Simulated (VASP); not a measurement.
# W3N4 (Pm-3m) in VASP: single point with LDA+U

Aim: the single point of W3N4 with LDA+U.

Program: VASP 6.6.1. These are calculated values, not measurements. Logs are shortened: lines on timing, memory, paths and dates and some standing lists are left out, and cuts for length are marked.

## (1) The cell of the first run

The structure is cubic, space group Pm-3m (No. 221). The conventional cell has a = 4.122 Å, b = 4.122 Å, c = 4.122 Å, α = 90.00°, β = 90.00°, γ = 90.00°. Within 2.7 Å of W (site symmetry 4/mmm) lie 6 N at 2.06 Å. Within 2.7 Å of N (site symmetry m-3m) lie 6 W at 2.06 Å. N (site symmetry 4/mmm) has 4 W at 2.06 Å within 2.7 Å.

## (2) Single point, LDA+U

INCAR

```
ALGO = Normal ; EDIFF = 1E-7
ENCUT = 520 ; ISIF = 2
ISMEAR = 0 ; LASPH = T
LCHARG = T ; LDAU = T
LDAUJ = 0.9 0 ; LDAUL = 2 -1
LDAUPRINT = 1 ; LDAUTYPE = 1
LDAUU = 8 0 ; LELF = T
LMAXMIX = 4 ; LREAL = F
LVHAR = T ; LWAVE = F
NBANDS = 40 ; NELM = 150
PREC = Accurate ; SIGMA = 0.05
```

KPOINTS

```
k-points
0
Gamma
  5 5 5
```

POSCAR

```
W3N4
1.0
    4.1219995300      0.0000000000      0.0000000000
    0.0000000000      4.1219995300      0.0000000000
    0.0000000000      0.0000000000      4.1219995300
W N
3 4
Direct
    0.5000000000      0.5000000000      0.0000000000
    0.0000000000      0.5000000000      0.5000000000
    0.5000000000      0.0000000000      0.5000000000
    0.5000000000      0.5000000000      0.5000000000
    0.5000000000      0.0000000000      0.0000000000
    0.0000000000      0.5000000000      0.0000000000
    0.0000000000      0.0000000000      0.5000000000
```

Potentials or basis: VASP PAW LDA potentials, release 64 (W_sv, N).

The run is started by

```bash
$ cat potpaw_LDA.64/W_sv/POTCAR potpaw_LDA.64/N/POTCAR > POTCAR
$ mpirun -np 1 vasp_std > vasp.out
```

OUTCAR:

```text
EDIFF = 1E-7
   ENCUT = 520
   ISIF = 2
   ISMEAR = 0
   LASPH = T
   LREAL = F
   NELM = 150
   PREC = Accurate

 ion  position               nearest neighbor table
   1  0.500  0.500  0.000-   4 2.06   5 2.06   6 2.06   4 2.06   5 2.06   6 2.06   3 2.91   3 2.91
                             3 2.91   2 2.91   3 2.91   2 2.91   2 2.91   2 2.91
   2  0.000  0.500  0.500-   4 2.06   6 2.06   7 2.06   6 2.06   7 2.06   4 2.06   3 2.91   3 2.91
                             1 2.91   1 2.91   3 2.91   1 2.91   1 2.91   3 2.91
   3  0.500  0.000  0.500-   4 2.06   5 2.06   7 2.06   5 2.06   4 2.06   7 2.06   2 2.91   1 2.91
                             2 2.91   1 2.91   1 2.91   2 2.91   1 2.91   2 2.91
   4  0.500  0.500  0.500-   1 2.06   2 2.06   3 2.06   1 2.06   3 2.06   2 2.06
   5  0.500  0.000  0.000-   1 2.06   3 2.06   3 2.06   1 2.06
   6  0.000  0.500  0.000-   1 2.06   2 2.06   2 2.06   1 2.06
   7  0.000  0.000  0.500-   2 2.06   3 2.06   2 2.06   3 2.06

  LATTYP: Found a simple cubic cell.
 ALAT       =     4.1219995300

  Lattice vectors:

 A1 = (   4.1219995300,   0.0000000000,   0.0000000000)
 A2 = (   0.0000000000,   4.1219995300,   0.0000000000)
 A3 = (   0.0000000000,   0.0000000000,   4.1219995300)

Analysis of symmetry for initial positions (statically):
=====================================================================
 Subroutine PRICEL returns:
 Original cell was already a primitive cell.

 Routine SETGRP: Setting up the symmetry group for a
 simple cubic supercell.

 Subroutine GETGRP returns: Found 48 space group operations
 (whereof 48 operations were pure point group operations)
 out of a pool of 48 trial point group operations.

The static configuration has the point symmetry O_h .

Analysis of symmetry for dynamics (positions and initial velocities):
=====================================================================
 Subroutine PRICEL returns:
 Original cell was already a primitive cell.

 Routine SETGRP: Setting up the symmetry group for a
 simple cubic supercell.

[... 139 lines left out ...]
 NGX is ok and might be reduce to    32
   NGX = 15   NGY = 15   NGZ = 15

atom =   1  type =  1  l = 2

 onsite density matrix

spin component  1
[... 83 lines left out ...]
  o =  0.2870  v =  0.0000 -0.0000 -0.5000  0.0000 -0.8660  0.0000  0.0000  0.0000  0.0000  0.0000      0.0000  0.0000  0.0000  0.0000  0.0000  0.0000  0.0000  0.0000  0.0000  0.0000
  o =  0.2870  v =  0.0000  0.0000  0.0000  0.0000  0.0000  0.0000 -0.0000 -0.5000  0.0000 -0.8660      0.0000  0.0000  0.0000  0.0000  0.0000  0.0000  0.0000  0.0000  0.0000  0.0000
  o =  0.3105  v =  0.0000  0.0000  0.0000  0.0000  0.0000  0.0000 -0.0000  0.8660  0.0000 -0.5000      0.0000  0.0000  0.0000  0.0000  0.0000  0.0000  0.0000  0.0000  0.0000  0.0000
  o =  0.3105  v =  0.0000 -0.0000  0.8660  0.0000 -0.5000  0.0000  0.0000  0.0000  0.0000  0.0000      0.0000  0.0000  0.0000  0.0000  0.0000  0.0000  0.0000  0.0000  0.0000  0.0000
  o =  0.3148  v =  0.0000  0.0000  0.0000  1.0000  0.0000  0.0000  0.0000  0.0000  0.0000  0.0000      0.0000  0.0000  0.0000  0.0000  0.0000  0.0000  0.0000  0.0000  0.0000  0.0000
  o =  0.3148  v =  0.0000  0.0000  0.0000  0.0000  0.0000  0.0000  0.0000  0.0000  1.0000  0.0000      0.0000  0.0000  0.0000  0.0000  0.0000  0.0000  0.0000  0.0000  0.0000  0.0000
  o =  0.3816  v =  1.0000  0.0000  0.0000  0.0000  0.0000  0.0000  0.0000  0.0000  0.0000  0.0000      0.0000  0.0000  0.0000  0.0000  0.0000  0.0000  0.0000  0.0000  0.0000  0.0000
  o =  0.3816  v =  0.0000  0.0000  0.0000  0.0000  0.0000  1.0000  0.0000  0.0000  0.0000  0.0000      0.0000  0.0000  0.0000  0.0000  0.0000  0.0000  0.0000  0.0000  0.0000  0.0000
  o =  0.3816  v =  0.0000  0.0000  0.0000  0.0000  0.0000  0.0000  1.0000 -0.0000 -0.0000 -0.0000      0.0000  0.0000  0.0000  0.0000  0.0000  0.0000  0.0000  0.0000  0.0000  0.0000
  o =  0.3816  v =  0.0000  1.0000 -0.0000 -0.0000 -0.0000  0.0000  0.0000  0.0000  0.0000  0.0000      0.0000  0.0000  0.0000  0.0000  0.0000  0.0000  0.0000  0.0000  0.0000  0.0000

 number of electron      61.9999998 magnetization

 Free energy of the ion-electron system (eV)
  ---------------------------------------------------
  ext. energy  EPLUGINS =         0.00000000
  ---------------------------------------------------
  free energy    TOTEN  =       -56.78457592 eV

  energy without entropy =      -56.77849234  energy(sigma->0) =      -56.78153413

 E-fermi :  12.2594     XC(G=0): -13.6866

 val. band max:       12.1809571402   @ k =   0.0000   0.0000   0.0000
 cond. band min:      12.2804340265   @ k =   0.4000   0.4000   0.4000
 fundamental gap:      0.0994768863
 Fermi energy:        12.2593687583

 k-point     1 :       0.0000    0.0000    0.0000
  band No.  band energies     occupation
      1     -64.3912      2.00000
      2     -64.3014      2.00000
      3     -64.3014      2.00000
      4     -29.3174      2.00000
      5     -29.3174      2.00000
      6     -29.3174      2.00000
[... 419 lines left out ...]
     39      18.4081      0.00000
     40      18.4825      0.00000

------------------------ aborting loop because EDIFF is reached ----------------------------------------

  FORCE on cell =-STRESS in cart. coord.  units (eV):
  Direction    XX          YY          ZZ          XY          YZ          ZX
  --------------------------------------------------------------------------------------
  -------------------------------------------------------------------------------------
  Total       12.4396566     12.4396566     12.4396566      0.0000000      0.0000000     -0.0000000
  in kB      284.5739613    284.5739613    284.5739613      0.0000000      0.0000000     -0.0000000
  external PRESSURE =     284.5739613 kB  Pullay stress =       0.0000000 kB

 VOLUME and BASIS-vectors are now :
 -----------------------------------------------------------------------------
  energy-cutoff  :      520.00
  volume of cell :       70.04
      direct lattice vectors                 reciprocal lattice vectors
     4.121999530  0.000000000  0.000000000     0.242600707  0.000000000  0.000000000
     0.000000000  4.121999530  0.000000000     0.000000000  0.242600707  0.000000000
     0.000000000  0.000000000  4.121999530     0.000000000  0.000000000  0.242600707

 POSITION                                       TOTAL-FORCE (eV/Angst)
 -----------------------------------------------------------------------------------
      2.06100      2.06100      0.00000         0.000000      0.000000      0.000000
      0.00000      2.06100      2.06100         0.000000      0.000000      0.000000
      2.06100      0.00000      2.06100         0.000000      0.000000      0.000000
      2.06100      2.06100      2.06100         0.000000      0.000000      0.000000
      2.06100      0.00000      0.00000         0.000000      0.000000      0.000000
      0.00000      2.06100      0.00000         0.000000      0.000000      0.000000
      0.00000      0.00000      2.06100         0.000000      0.000000      0.000000
 -----------------------------------------------------------------------------------
    total drift:                                0.000000     -0.000000     -0.000000

  FREE ENERGIE OF THE ION-ELECTRON SYSTEM (eV)
  ---------------------------------------------------
  free  energy   TOTEN  =       -56.7845759244 eV

  energy  without entropy=      -56.7784923374  energy(sigma->0) =      -56.78153413
```

OSZICAR:

```text
N       E                     dE             d eps       ncg     rms          rms(c)
DAV:   1     0.760768868948E+03    0.76077E+03   -0.35177E+04   816   0.177E+03
DAV:   2    -0.167834289199E+02   -0.77755E+03   -0.75072E+03   864   0.547E+02
DAV:   3    -0.704974679608E+02   -0.53714E+02   -0.51891E+02   976   0.139E+02
[... 12 lines left out ...]
DAV:  16    -0.567845682344E+02    0.20164E-05   -0.80001E-05   952   0.470E-02    0.926E-03
DAV:  17    -0.567845750024E+02   -0.67680E-05   -0.66171E-06   864   0.135E-02    0.660E-03
DAV:  18    -0.567845741819E+02    0.82045E-06   -0.23899E-07   760   0.306E-03    0.469E-03
DAV:  19    -0.567845758942E+02   -0.17123E-05   -0.53635E-06   864   0.120E-02    0.188E-03
DAV:  20    -0.567845759244E+02   -0.30150E-07   -0.22319E-07   768   0.271E-03
   1 F= -.56784576E+02 E0= -.56781534E+02  d E =-.608359E-02
```

stdout:

```text
POSCAR found type information on POSCAR W N
 POSCAR found :  2 types and       7 ions
 scaLAPACK will be used
 LDA part: xc-table for (Slater(with rela. corr.)+CA(PZ))
 , standard interpolation
 POSCAR, INCAR and KPOINTS ok, starting setup
 FFT: planning ... GRIDC
 FFT: planning ... GRID_SOFT
 FFT: planning ... GRID
 WAVECAR not read
 entering main loop
```

Run time: 29 s. Hardware: 1 thread of AMD EPYC 7R43 (Zen 3), shared host; peak memory 0.13 GiB.

Results:

```yaml
Free_energy: -56.7846 eV
Pressure: 28.5 GPa
Band_gap_on_the_k_mesh: zero (band 31 reaches 12.48 eV, above the bottom of band 32 at 10.85 eV)
```

Levels at points of the mesh, in eV from the Fermi level:
```tsv
k point	band 27	band 28	band 29	band 30	band 31	band 32	band 33	band 34	band 35	band 36
(0.00, 0.00, 0.00)	-4.07	-4.07	-2.72	-2.72	-2.72	-1.04	-1.04	-1.04	-0.08	-0.08
```

Eigenvalues of the final occupation matrices:
```csv
site,spin,trace,eigenvalues
site 1 d,1,1.68,0.29 0.31 0.31 0.38 0.38
site 1 d,2,1.68,0.29 0.31 0.31 0.38 0.38
site 2 d,1,1.68,0.29 0.31 0.31 0.38 0.38
site 2 d,2,1.68,0.29 0.31 0.31 0.38 0.38
site 3 d,1,1.68,0.29 0.31 0.31 0.38 0.38
site 3 d,2,1.68,0.29 0.31 0.31 0.38 0.38
```

Caveat: spin-orbit coupling is left out, which moves the levels of the heavy elements; U without spin polarisation on a metal has little footing.
